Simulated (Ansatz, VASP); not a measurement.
## Ge: VASP beside Ansatz

```
CELL_PARAMETERS angstrom
-2.49590 2.65086 1.43695
2.49590 -2.65086 1.43695
2.49590 2.65086 -1.43695
ATOMIC_POSITIONS crystal
Ge 0.68594 0.93594 0.75000
Ge 0.31406 0.06406 0.25000
```

Alike in both runs: task single point; functional LDA; k mesh 12 × 12 × 12; occupations gaussian, width 0.1 eV; no spin polarisation.

```csv
,VASP,Ansatz
version,VASP 6.6.1,Ansatz 0.2.0
potentials or method,"VASP PAW LDA potentials, release 64 (Ge_d)","plane waves, PAW"
plane-wave cutoff (eV),500,420
valence electrons in the cell,28,28
```

Ansatz gave:

```
gap on the k mesh at the Fermi level (eV)                     : none
pressure (GPa)                                                : -4.2
traceless stress, the component that is largest in VASP (GPa) : -0.81
rms of the force components (eV/Å)                            : 0.041
```

**Question.** Which values does VASP return?

**Answer.** gap on the k mesh at the Fermi level (eV): none; pressure (GPa): -4.3; traceless stress, the component that is largest in VASP (GPa): -0.82; rms of the force components (eV/Å): 0.041.

LDA's correlation is that of Perdew and Zunger in VASP and of Perdew and Wang (1992) in Ansatz. Atom by atom the forces differ by 0.000 eV/Å (rms over components). A gap of «none» marks a metal or a gap that the smearing closes.
